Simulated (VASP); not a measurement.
Runs of VASP 6.6.1 on Cd2HgTe3. The structure is that of space group P3m1 (No. 156), or close to it. The cells are those of the table. 

```tsv
cell	k mesh	gap on the mesh (eV)	pressure (GPa)	largest force (eV/Å)
a = 4.841, b = 4.841, c = 11.844 Å, angles 90.0, 90.0, 120.0°, 6 atoms	12 × 12 × 4	none	-2.6	0.01
a = 4.495, b = 4.495, c = 10.990 Å, angles 90.0, 90.0, 120.0°, 6 atoms	12 × 12 × 4	0.27	6.2	0.01
a = 4.690, b = 4.690, c = 11.473 Å, angles 90.0, 90.0, 120.0°, 6 atoms	12 × 12 × 4	none	0.1	-
a = 4.643, b = 4.643, c = 11.358 Å, angles 90.0, 90.0, 120.0°, 6 atoms	12 × 12 × 4	-	1.2	-
a = 4.546, b = 4.546, c = 11.114 Å, angles 90.0, 90.0, 120.0°, 6 atoms	12 × 12 × 4	0.19	(a)	-
a = 4.690, b = 4.690, c = 11.473 Å, angles 90.0, 90.0, 120.0°, 6 atoms	6 × 6 × 2	none	0.1	-
a = 4.594, b = 4.594, c = 11.239 Å, angles 90.0, 90.0, 120.0°, 6 atoms	12 × 12 × 4	(b)	(c)	-
```

Alike in all rows: task single point; level PBE; potentials or basis VASP PAW PBE potentials, release 64 (Cd, Hg, Te); no spin polarisation; cutoff (eV) 520; smearing gaussian 0.1 eV.

Problem. Estimate the missing entries.

Solution. (a) 4.3; (b) 0.10; (c) 2.6.

Caveats: spin-orbit coupling is left out, which moves the levels of the heavy elements.

A k mesh can miss the band edges, and the runs leave out spin-orbit coupling on Cd, Hg, Te.

A gap of «none» marks levels without a gap at the run's occupations.
